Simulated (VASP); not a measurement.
The system is LiTmH4.

```
CELL_PARAMETERS angstrom
4.64018 0.00000 0.00000
0.00000 2.47324 3.37677
0.00000 -2.47324 3.37677
ATOMIC_POSITIONS crystal
Li 0.00000 0.15201 0.15201
Tm 0.00000 0.51374 0.51374
H 0.78132 0.90838 0.32649
H 0.21868 0.32649 0.90838
H 0.78132 0.32649 0.90838
H 0.21868 0.90838 0.32649
```

The cell was generated, and may not be a known phase.

```yaml
Program: VASP 6.6.1
Task: relaxation of cell and atoms
Functional: PBE
Potentials_or_basis: VASP PAW PBE potentials, release 64 (Li_sv, Tm_3, H), 4f in core
Cutoff: 750 eV
k_mesh: 3 × 3 × 3
Occupations: gaussian, width 0.15 eV
Spin: no spin polarisation
```

At the start: pressure 14.3 GPa; volume 12.92 Å³/atom.

Question: How do energy, volume and symmetry change on relaxing?

Answer: Over 19 steps the energy falls by 553.1 meV/atom; space group Amm2 (No. 38, to 0.1 Å) before, P4/mmm (No. 123, to 0.1 Å).

The path:
```
step  energy change (eV)  largest force (eV/Å)  pressure (GPa)  volume (Å³)
   1              0.0000                2.2385           14.31        77.51
   2             -1.3049                2.0049            0.96        91.07
   3             -1.3333                2.1575           -0.68        93.88
   4             -1.7300                1.5837           -1.02        96.07
   5             -2.0405                0.5800           -1.46       100.22
   6             -2.2104                0.6183           -1.04        97.63
   7             -2.3829                1.1739            0.41        89.92
   8             -2.4763                0.8879           -0.23        88.62
   9             -2.6720                0.5615           -1.54        84.66
  10             -2.7207                1.1420           -0.40        76.55
  11             -2.7387                0.7708           -1.56        81.33
  12             -3.0488                0.7313           -0.51        78.09
  13             -3.2000                0.7133            4.19        72.16
  14             -3.2291                0.6331            2.18        74.08
  15             -3.2305                0.6155            2.55        73.67
  16             -3.3035                0.2514            0.98        75.88
  17             -3.3152                0.0925            0.01        77.33
  18             -3.3152                0.0888            0.05        77.26
  19             -3.3184                0.0636           -0.03        77.47
```

Final structure:
```
Li Tm H
1.0
     5.18679    0.00000    0.00000
     0.00000    2.72857    2.73694
     0.00000   -2.72857    2.73694
Li Tm H
1 1 4
Direct
  0.00000 0.94406 0.94406
  0.00000 0.44072 0.44072
  0.79087 0.93743 0.43792
  0.20913 0.43792 0.93743
  0.79087 0.43792 0.93743
  0.20913 0.93743 0.43792
```

Caveat: the k points lie up to 0.54 Å⁻¹ apart in the final cell; the relaxation stopped at a loose force limit of 0.08 eV/Å, so its end isn't a converged minimum.
